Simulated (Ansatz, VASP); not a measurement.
# Two plane-wave programs on SiO2

File POSCAR:

```
SiO2
1.0
   -2.5350757610      2.5350757610      3.6563572106
    2.5350757610     -2.5350757610      3.6563572106
    2.5350757610      2.5350757610     -3.6563572106
Si O
2 4
Direct
    0.0000000000      0.0000000000      0.0000000000
    0.7500000000      0.2500000000      0.5000000000
    0.9731664718      0.6250000000      0.8481664718
    0.3750000000      0.2231664718      0.3481664718
    0.7768335282      0.1250000000      0.1518335282
    0.8750000000      0.0268335282      0.6518335282
```

File INCAR.step1:

```
SYSTEM = SiO2
ALGO     = Normal         ! electronic algorithm
EDIFF    = 1E-4           ! SCF threshold, eV
ENCUT    = 520            ! plane-wave cutoff, eV
GGA      = PE             ! functional
ISMEAR   = 0              ! smearing method
LASPH    = .True.         ! aspherical terms in the spheres
LCHARG   = .False.        ! write CHGCAR
LREAL    = .False.        ! projectors in reciprocal space
LWAVE    = .True.         ! write WAVECAR
NBANDS   = 25             ! bands
NELM     = 100            ! most SCF steps
PREC     = Accurate       ! precision mode
SIGMA    = 0.05           ! smearing width, eV
```

File INCAR.step2:

```
SYSTEM = SiO2
ALGO     = Normal         ! electronic algorithm
EDIFF    = 1E-7           ! SCF threshold, eV
ENCUT    = 520            ! plane-wave cutoff, eV
ISIF     = 2              ! what is computed and relaxed
ISMEAR   = 0              ! smearing method
ISTART   = 1            
LASPH    = .True.         ! aspherical terms in the spheres
LCHARG   = .False.        ! write CHGCAR
LMIXTAU  = .True.       
LREAL    = .False.        ! projectors in reciprocal space
LWAVE    = .False.        ! write WAVECAR
METAGGA  = R2SCAN         ! meta-GGA
NBANDS   = 25             ! bands
NELM     = 100            ! most SCF steps
PREC     = Accurate       ! precision mode
SIGMA    = 0.05           ! smearing width, eV
```

Contents of KPOINTS:

```
k-points
0
Gamma
  6 6 6
  0 0 0
```

Input for Ansatz:

```yaml
crystal:
  lattice:
    - [-2.535075761, 2.535075761, 3.6563572106]
    - [2.535075761, -2.535075761, 3.6563572106]
    - [2.535075761, 2.535075761, -3.6563572106]
  atoms:
    - { symbol: Si, position: [0.0, 0.0, 0.0] }
    - { symbol: Si, position: [0.75, 0.25, 0.5] }
    - { symbol: O, position: [0.9731664718, 0.625, 0.8481664718] }
    - { symbol: O, position: [0.375, 0.2231664718, 0.3481664718] }
    - { symbol: O, position: [0.7768335282, 0.125, 0.1518335282] }
    - { symbol: O, position: [0.875, 0.0268335282, 0.6518335282] }
basis:
  ecutwfc: 500
kpoints:
  mp_grid: { grid: [6, 6, 6] }
hamiltonian:
  xc: r2scan
scf:
  occupations: { method: gaussian, width: 0.05 }
output:
  forces: true
  stress: true
  eigenvalues: true
```

Change from the starting cell: strain +0.025 along x and y, +0.000 along z, atoms carried along.

Alike in both runs: task single point; functional r2SCAN; k mesh 6 × 6 × 6; occupations gaussian, width 0.05 eV; no spin polarisation.

|  | VASP | Ansatz |
| --- | --- | --- |
| version | VASP 6.6.1 | Ansatz 0.2.0 |
| potentials or method | VASP PAW PBE potentials, release 64 (Si, O), cutoff 520 eV | scalar-relativistic, plane waves, PAW |
| valence electrons in the cell | 32 | 32 |

|  | VASP | Ansatz | Ansatz less VASP |
| --- | --- | --- | --- |
| gap on the k mesh at the Fermi level (eV) | 6.29 | 6.29 | +0.004 |
| least direct gap on the mesh (eV) | 6.29 | 6.29 | +0.004 |
| pressure (GPa) | -7.5 | -7.6 | -0.14 |
| traceless stress, the component that is largest in VASP (GPa) | 1.13 | 1.12 | -0.016 |
| rms of the force components (eV/Å) | 0.262 | 0.262 | -0.0001 |

VASP's potentials were made for PBE, not for r2SCAN. Atom by atom the forces differ by 0.000 eV/Å (rms over components). With one functional, cell and mesh, what is left measures potentials, basis and numerics.
